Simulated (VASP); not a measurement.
A run of VASP 6.6.1:

File INCAR:

```
ALGO = Normal ; EDIFF = 1E-7
ENCUT = 520 ; ISIF = 2
ISMEAR = -1 ; LASPH = True
LCHARG = False ; LREAL = False
LWAVE = False ; NBANDS = 19
NELM = 60 ; PREC = Accurate
SIGMA = 0.05
```

Contents of KPOINTS:

```
k-points
0
Gamma
  15 15 7
```

The input POSCAR:

```
Ce
1.0
    3.0994752054      0.0000000000      0.0000000000
   -1.5497376027      2.6842242663      0.0000000000
    0.0000000000      0.0000000000      5.7474207930
Ce
2
Direct
    0.3333333333      0.6666666667      0.2500000000
    0.6666666667      0.3333333333      0.7500000000
```

Potentials or basis: VASP PAW LDA potentials, release 64 (Ce).

Command:

```sh
$ cat potpaw_LDA.64/Ce/POTCAR > POTCAR
$ mpirun -np 1 vasp_std > vasp.out
```

Hardware: 1 thread of Oxide Virtual Turin-like Processor, on a shared host.

Q: How long does it take, and how much memory?

A: Wall time 2.8 min on 1 thread of Oxide Virtual Turin-like Processor (shared host), peak memory 0.19 GiB. Counts: scf iterations 18, k points 108.
